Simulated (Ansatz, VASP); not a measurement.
## Two plane-wave programs on Ir

```
CELL_PARAMETERS angstrom
2.75138 0.00000 0.00000
-1.37569 2.38276 0.00000
0.00000 0.00000 4.46229
ATOMIC_POSITIONS crystal
Ir 0.66667 0.33333 0.75000
Ir 0.33333 0.66667 0.25000
```

Alike in both runs: task single point; functional PBE; k mesh 15 × 15 × 8; occupations gaussian, width 0.05 eV; no spin polarisation.

|  | VASP | Ansatz |
| --- | --- | --- |
| version | VASP 6.6.1 | Ansatz 0.2.0 |
| potentials or method | VASP PAW PBE potentials, release 64 (Ir), cutoff 520 eV | scalar-relativistic, plane waves, PAW |
| valence electrons in the cell | 18 | 34 |

Ansatz gave:

```
gap on the k mesh at the Fermi level (eV)                     : none
pressure (GPa)                                                : -1.5
traceless stress, the component that is largest in VASP (GPa) : -0.37
```

**Question.** Which values does VASP return?

**Answer.** gap on the k mesh at the Fermi level (eV): none; pressure (GPa): -1.0; traceless stress, the component that is largest in VASP (GPa): -0.28.

A gap of «none» marks a metal or a gap that the smearing closes. With one functional, cell and mesh, what is left measures potentials, basis and numerics. VASP's potentials hold 18 valence electrons a cell and Ansatz's 34, so a difference there can come from the potentials and not from the codes.

Neither program's run includes spin-orbit coupling.
